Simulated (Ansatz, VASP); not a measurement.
# K4CuPb: VASP beside Ansatz

```
CELL_PARAMETERS angstrom
0.00000 5.02143 5.02143
5.02143 0.00000 5.02143
5.02143 5.02143 0.00000
ATOMIC_POSITIONS crystal
K 0.62520 0.62520 0.12439
K 0.62520 0.12439 0.62520
K 0.12439 0.62520 0.62520
K 0.62520 0.62520 0.62520
Cu 0.00000 0.00000 0.00000
Pb 0.25000 0.25000 0.25000
```

Alike in both runs: task single point; functional PBE; k mesh 8 × 8 × 8; occupations gaussian, width 0.1 eV; no spin polarisation.

|  | VASP | Ansatz |
| --- | --- | --- |
| version | VASP 6.6.1 | Ansatz 0.2.0 |
| potentials or method | VASP PAW PBE potentials, release 64 (K_sv, Cu, Pb_d), cutoff 520 eV | scalar-relativistic, plane waves, PAW |
| valence electrons in the cell | 61 | 69 |

|  | VASP | Ansatz | Ansatz less VASP |
| --- | --- | --- | --- |
| gap on the k mesh at the Fermi level (eV) | none | none | - |
| pressure (GPa) | 0.0 | 0.0 | +0.04 |
| rms of the force components (eV/Å) | 0.007 | 0.003 | -0.0044 |

Atom by atom the forces differ by 0.004 eV/Å (rms over components). A gap of «none» marks a metal or a gap that the smearing closes. With one functional, cell and mesh, what is left measures potentials, basis and numerics. VASP's potentials hold 61 valence electrons a cell and Ansatz's 69, so a difference there can come from the potentials and not from the codes.

Spin-orbit coupling is off throughout.
